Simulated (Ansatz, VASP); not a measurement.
In: VASP beside Ansatz

```xyz
1
Lattice="-1.9073 1.9073 1.9073 1.9073 -1.9073 1.9073 1.9073 1.9073 -1.9073" Properties=species:S:1:pos:R:3 pbc="T T T"
In    0.0000    0.0000    0.0000
```

Alike in both runs: task single point; functional HSE06; k mesh 6 × 6 × 6; occupations fermi-dirac, width 0.05 eV; no spin polarisation.

|  | VASP | Ansatz |
| --- | --- | --- |
| version | VASP 6.6.1 | Ansatz 0.2.0 |
| potentials or method | VASP PAW PBE potentials, release 64 (In_d) | Ansatz PAW |
| plane-wave cutoff (eV) | 520 | 420 |
| valence electrons in the cell | 13 | 13 |

```csv
,VASP,Ansatz,Ansatz less VASP
gap on the k mesh at the Fermi level (eV),none,none,-
pressure (GPa),-2.2,-1.9,+0.37
```

A gap of «none» marks a metal or a gap that the smearing closes.

The k mesh is coarse, so the values compare programs but aren't converged.
